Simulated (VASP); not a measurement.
Crystal: SiO2.

```
Si O
1.0
     4.21806    0.00000    0.00000
     0.00000    4.21806    0.00000
     0.00000    0.00000    2.25202
Si O
2 4
Direct
  0.50000 0.50000 0.50000
  0.00000 0.00000 0.00000
  0.69443 0.69443 0.00000
  0.19443 0.80557 0.50000
  0.30557 0.30557 0.00000
  0.80557 0.19443 0.50000
```

This cell differs from its parent crystal: volume 6.678 Å^3 an atom, c/a of the conventional cell 0.5339.

Base run:

| Item | Value |
| --- | --- |
| Program | VASP 6.6.1 |
| Functional | LDA |
| Potentials or basis | VASP PAW LDA potentials, release 64 (Si, O) |
| Cutoff | 520 eV |
| k mesh | 6 × 6 × 10 |
| Occupations | gaussian, width 0.05 eV |
| Spin | no spin polarisation |

Its results: band gap on the k mesh 7.83 eV, direct; pressure 84.2 GPa; largest force 1.096 eV/Å.

Problem. The run is repeated on the same cell with these changes: potentials or basis from VASP PAW LDA potentials, release 64 (Si, O) to VASP PAW LDA potentials, release 64 (Si, O_h); cutoff from 520 eV to 910 eV. What comes out?

Solution. Band gap on the k mesh 7.87 eV, direct; pressure 82.9 GPa; largest force 1.009 eV/Å.

Caveats: forces of over 1 eV/Å act on the atoms, so gaps and moduli don't describe the material at rest; the cutoff is under 1.25 times the usual one of these potentials, so pressure, stress and relaxed cells hold a basis-set (Pulay) error (some runs).

A k mesh can miss the band edges.
